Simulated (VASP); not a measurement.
HF, 12 atoms in the cell. The cell holds an amorphous packing of atoms, 12 atoms: a = 5.465 Å, b = 5.465 Å, c = 5.465 Å, α = 90.00°, β = 90.00°, γ = 90.00°. 

| Property | Result |
| --- | --- |
| Program | VASP 6.6.1 |
| Task | molecular dynamics |
| Functional | PBE |
| Dispersion | D3(BJ) |
| Potentials or basis | VASP PAW PBE potentials, release 64 (F, H) |
| Cutoff | 520 eV |
| k mesh | 1 × 1 × 1 |
| Occupations | fermi-dirac, width 0.05 eV |
| Spin | no spin polarisation |
| Dipole correction | no |
| Further INCAR settings | ALGO = Normal; EDIFF = 1e-05; NBANDS = 36; ISYM = 0; IBRION = 0; POTIM = 0.75; NSW = 40 |

Potentials or basis: VASP PAW PBE potentials, release 64 (F, H).

The run is started by

```sh
$ cat potpaw_PBE.64/F/POTCAR potpaw_PBE.64/H/POTCAR > POTCAR
$ mpirun -np 1 vasp_gam > vasp.out
```

Hardware: 1 thread of Intel(R) Xeon(R) Platinum 8375C CPU @ 2.90GHz (Ice Lake) (shared host).

Question: How long does it take, and how much memory?

Answer: It took 4.6 min on 1 thread of Intel(R) Xeon(R) Platinum 8375C CPU @ 2.90GHz (Ice Lake), on a shared host, peak memory 0.27 GiB. Counts: scf iterations 220, k points 1, ion steps 40.
